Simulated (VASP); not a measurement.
# Sc (P6_3/mmc) in VASP: a series of runs, part 2 of 2

VASP 6.6.1.

## Step 3: Single point, PBEsol (volume scaled by 0.94)

INCAR reads:

```
PREC = Accurate
ENCUT = 520
EDIFF = 1E-7
ISMEAR = -1
SIGMA = 0.05
LREAL = False
LASPH = True
NELM = 80
ALGO = Fast
ISIF = 2
LWAVE = False
LCHARG = False
GGA = PS
NBANDS = 18
```

KPOINTS reads:

```
Automatic mesh
0
Gamma
  9 9 5
```

POSCAR reads:

```
Sc
1.0
    3.2414504337      0.0000000000      0.0000000000
   -1.6207252169      2.8071784207      0.0000000000
    0.0000000000      0.0000000000      5.1656514271
Sc
2
Direct
    0.6666666667      0.3333333333      0.7500000000
    0.3333333333      0.6666666667      0.2500000000
```

Potentials or basis: VASP PAW PBE potentials, release 64 (Sc_sv).

Command:

```console
$ cat potpaw_PBE.64/Sc_sv/POTCAR > POTCAR
$ mpirun -np 1 vasp_std > vasp.out
```

Wall time 86 s (1 thread of AMD EPYC 7R13, shared host); peak memory 0.14 GiB.

The run converged. Its results:

- Free energy: -13.2211 eV
- Pressure: 0.5 GPa
- Band gap on the k mesh: zero (band 11 reaches 4.56 eV, above the bottom of band 12 at 3.32 eV)

Stress tensor (GPa, compression positive):
```
 1.11  0.00  0.00
 0.00  1.11  0.00
 0.00  0.00 -0.77
```

Levels at points of the mesh, in eV from the Fermi level:
```
           k point  band 8  band 9  band 10  band 11  band 12  band 13  band 14  band 15
(0.00, 0.00, 0.00)  -27.54   -5.23    -1.75     0.56     1.67     1.67     1.79     2.11
```

Caveat: the PAW data sets were made with another functional, which shifts forces and pressure a little.

## Step 4: Single point, PBEsol (volume scaled by 0.96)

INCAR reads:

```
PREC = Accurate ; ENCUT = 520
EDIFF = 1E-6 ; ISMEAR = -1
SIGMA = 0.05 ; LREAL = False
LASPH = True ; NELM = 100
ALGO = Normal ; ISIF = 2
LWAVE = False ; LCHARG = False
GGA = PS ; NBANDS = 18
```

KPOINTS reads:

```
regular mesh
0
Gamma
  9 9 5
```

POSCAR reads:

```
Sc
1.0
    3.2642783016      0.0000000000      0.0000000000
   -1.6321391508      2.8269479342      0.0000000000
    0.0000000000      0.0000000000      5.2020304526
Sc
2
Direct
    0.6666666667      0.3333333333      0.7500000000
    0.3333333333      0.6666666667      0.2500000000
```

Potentials or basis: VASP PAW PBE potentials, release 64 (Sc_sv).

Command:

```console
$ cat potpaw_PBE.64/Sc_sv/POTCAR > POTCAR
$ mpirun -np 1 vasp_std > vasp.out
```

OUTCAR:

```text
PREC = Accurate
   ENCUT = 520
   EDIFF = 1E-6
   ISMEAR = -1
   LREAL = False
   LASPH = True
   NELM = 100
   ISIF = 2
   GGA = PS

 ion  position               nearest neighbor table
   1  0.667  0.333  0.750-   2 3.21   2 3.21   2 3.21   2 3.21   2 3.21   2 3.21
   2  0.333  0.667  0.250-   1 3.21   1 3.21   1 3.21   1 3.21   1 3.21   1 3.21

  LATTYP: Found a hexagonal cell.
 ALAT       =     3.2642783016
 C/A-ratio  =     1.5936234512

  Lattice vectors:

 A1 = (   3.2642783016,   0.0000000000,   0.0000000000)
 A2 = (  -1.6321391508,   2.8269479342,   0.0000000000)
 A3 = (   0.0000000000,   0.0000000000,   5.2020304526)

Analysis of symmetry for initial positions (statically):
=====================================================================
 Subroutine PRICEL returns:
 Original cell was already a primitive cell.

 Routine SETGRP: Setting up the symmetry group for a
 hexagonal supercell.

 Subroutine GETGRP returns: Found 24 space group operations
 (whereof 12 operations were pure point group operations)
 out of a pool of 24 trial point group operations.

The static configuration has the point symmetry D_3d.
 The point group associated with its full space group is D_6h.

Analysis of symmetry for dynamics (positions and initial velocities):
=====================================================================
 Subroutine PRICEL returns:
 Original cell was already a primitive cell.

 Routine SETGRP: Setting up the symmetry group for a
 hexagonal supercell.

 Subroutine GETGRP returns: Found 24 space group operations
 (whereof 12 operations were pure point group operations)
 out of a pool of 24 trial point group operations.

[... 105 lines left out ...]
   IBRION =     -1    ionic relax: 0-MD 1-quasi-New 2-CG
   NFREE  =      0    steps in history (QN), initial steepest desc. (CG)
   ISIF   =      2    stress and relaxation
   ISYM   =      2    0-nonsym 1-usesym 2-fastsym
   POTIM  = 0.5000    time-step for ionic-motion
   TEBEG  =    0.0;   TEEND  =   0.0 temperature during run
   PSTRESS=    0.0 pullay stress
   NELECT =      22.0000    total number of electrons
   NUPDOWN=      -1.0000    fix difference up-down
   EMIN   =  10.00;   EMAX   =-10.00  energy-range for DOS
   EFERMI =   0.00;   METHOD = LEGACY
   ISMEAR =    -1;   SIGMA  =   0.05  broadening in eV -4-tet -1-fermi 0-gaus
   EFERMI_NEDOS =   21; number of points for ismear=-14 and -15
   IALGO  =     38    algorithm
   IMIX   =      4    mixing-type and parameters
     AMIX     =   0.40;   BMIX     =  1.00
     AMIX_MAG =   1.60;   BMIX_MAG =  1.00
  volume/ion in A,a.u.               =      24.00       161.97
  Fermi-wavevector in a.u.,A,eV,Ry     =   1.262185  2.385184 21.675599  1.593112
  Thomas-Fermi vector in A             =   2.395606
   LORBIT       =      0    0 simple, 1 ext, 2 COOP (PROOUT), +10 PAW based schemes
   GGA     = PS    functional components
   LHFCALC =     F    Hartree Fock is set to
   AEXX    =    0.0000 exact exchange contribution
   IVDW    =     0    specifies the selected vdW correction
   LEPSILON=     F    determine dielectric tensor
   LRPA    =     F    only Hartree local field effects (RPA)
 non-spin polarized calculation
  energy-cutoff  :      520.00
  volume of cell :       48.00
 maximum number of plane-waves:      1311
   NGX = 13   NGY = 13   NGZ = 19

 number of electron      21.9999998 magnetization

 Free energy of the ion-electron system (eV)
  ---------------------------------------------------
  ext. energy  EPLUGINS =         0.00000000
  ---------------------------------------------------
  free energy    TOTEN  =       -13.22078882 eV

  energy without entropy =      -13.18576990  energy(sigma->0) =      -13.20327936

 E-fermi :   3.7327     XC(G=0): -10.0997

 val. band max:        3.7315921576   @ k =   0.4444   0.1111   0.4000
 cond. band min:       3.7335880693   @ k =   0.1111   0.1111   0.2000
 fundamental gap:      0.0019959117
 Fermi energy:         3.7327150104

 k-point     1 :       0.0000    0.0000    0.0000
  band No.  band energies     occupation
      1     -45.4079      2.00000
      2     -45.3333      2.00000
      3     -24.3408      2.00000
      4     -23.9626      2.00000
      5     -23.9626      2.00000
      6     -23.8974      2.00000
[... 481 lines left out ...]
      5     -24.1940      2.00000
      6     -24.0842      2.00000
[... 10 lines left out ...]
     17       7.4468      0.00000
     18       7.4468      0.00000

 [... further k-points ...]
[... 5 lines left out ...]
  --------------------------------------------------------------------------------------
  -------------------------------------------------------------------------------------
  Total       -0.0406146     -0.0406146     -0.5689861      0.0000000      0.0000000      0.0000000
  in kB       -1.3555471     -1.3555471    -18.9904116      0.0000000      0.0000000      0.0000000
  external PRESSURE =      -7.2338353 kB  Pullay stress =       0.0000000 kB

 VOLUME and BASIS-vectors are now :
 -----------------------------------------------------------------------------
  energy-cutoff  :      520.00
  volume of cell :       48.00
      direct lattice vectors                 reciprocal lattice vectors
     3.264278302  0.000000000  0.000000000     0.306346429  0.176869193  0.000000000
    -1.632139151  2.826947934  0.000000000     0.000000000  0.353738386  0.000000000
     0.000000000  0.000000000  5.202030453     0.000000000  0.000000000  0.192232631

 POSITION                                       TOTAL-FORCE (eV/Angst)
 -----------------------------------------------------------------------------------
      1.63214      0.94232      3.90152        -0.000000     -0.000000      0.000000
     -0.00000      1.88463      1.30051         0.000000      0.000000      0.000000
 -----------------------------------------------------------------------------------
    total drift:                                0.000000     -0.000000      0.000000

  FREE ENERGIE OF THE ION-ELECTRON SYSTEM (eV)
  ---------------------------------------------------
  free  energy   TOTEN  =       -13.2207888239 eV

  energy  without entropy=      -13.1857698961  energy(sigma->0) =      -13.20327936
```

It took 58 s on 1 thread of AMD EPYC 7R13, shared host; peak memory 0.14 GiB.

Results:

```yaml
Free_energy: -13.2208 eV
Pressure: -0.7 GPa
Band_gap_on_the_k_mesh: zero (band 11 reaches 4.42 eV, above the bottom of band 12 at 3.22 eV)
```

Stress tensor (GPa, compression positive):
```
-0.14  0.00  0.00
 0.00 -0.14  0.00
 0.00  0.00 -1.90
```

Levels at points of the mesh, in eV from the Fermi level:
| k point | band 8 | band 9 | band 10 | band 11 | band 12 | band 13 | band 14 | band 15 |
| --- | --- | --- | --- | --- | --- | --- | --- | --- |
| (0.00, 0.00, 0.00) | -27.61 | -5.19 | -1.72 | 0.51 | 1.64 | 1.64 | 1.76 | 2.07 |

Caveat: the PAW data sets were made with another functional, which shifts forces and pressure a little.

## Step 5: Single point, PBEsol (volume scaled by 0.98)

INCAR reads:

```
  PREC = Accurate
  ENCUT = 520
  EDIFF = 1E-6
  ISMEAR = -1
  SIGMA = 0.05
  LREAL = F
  LASPH = T
  NELM = 80
  ALGO = Fast
  ISIF = 2
  LWAVE = F
  LCHARG = F
  GGA = PS
  NBANDS = 18
```

KPOINTS is that of step 4.

POSCAR reads:

```
Sc
1.0
    3.2867912771      0.0000000000      0.0000000000
   -1.6433956386      2.8464447429      0.0000000000
    0.0000000000      0.0000000000      5.2379076584
Sc
2
Direct
    0.6666666667      0.3333333333      0.7500000000
    0.3333333333      0.6666666667      0.2500000000
```

Command:

```console
$ cat potpaw_PBE.64/Sc_sv/POTCAR > POTCAR
$ mpirun -np 1 vasp_std > vasp.out
```

Run time: 81 s. Hardware: 1 thread of AMD EPYC 7R13, shared host; peak memory 0.13 GiB.

Results (log left out):

| Property | Result |
| --- | --- |
| Free energy | -13.2133 eV |
| Pressure | -1.8 GPa |
| Band gap on the k mesh | zero (band 11 reaches 4.29 eV, above the bottom of band 12 at 3.13 eV) |

Stress tensor (GPa, compression positive):
```
-1.25  0.00  0.00
 0.00 -1.25  0.00
 0.00  0.00 -2.91
```

Levels at points of the mesh, in eV from the Fermi level:
```csv
k point,band 9,band 10,band 11,band 12,band 13,band 14
"(0.00, 0.00, 0.00)",-5.15,-1.70,0.47,1.61,1.61,1.73
```

Caveat: the PAW data sets were made with another functional, which shifts forces and pressure a little.

## Step 6: The runs side by side

| level | cell | smearing | gap on the mesh (eV) | pressure (GPa) |
| --- | --- | --- | --- | --- |
| PBE | a = 3.309, b = 3.309, c = 5.273 Å, angles 90.0, 90.0, 120.0°, 2 atoms | tetrahedron | none | -0.7 |
| PBEsol | a = 3.241, b = 3.241, c = 5.166 Å, angles 90.0, 90.0, 120.0°, 2 atoms | fermi-dirac 0.05 eV | none | 0.5 |
| PBEsol | a = 3.264, b = 3.264, c = 5.202 Å, angles 90.0, 90.0, 120.0°, 2 atoms | fermi-dirac 0.05 eV | none | -0.7 |
| PBEsol | a = 3.287, b = 3.287, c = 5.238 Å, angles 90.0, 90.0, 120.0°, 2 atoms | fermi-dirac 0.05 eV | none | -1.8 |

Alike in all rows: task single point; potentials or basis VASP PAW PBE potentials, release 64 (Sc_sv); no spin polarisation; k mesh 9 × 9 × 5; cutoff (eV) 520.

Caveats: the PAW data sets were made with another functional, which shifts forces and pressure a little (some runs).

Absolute energies hang on the potentials; compare differences alone.
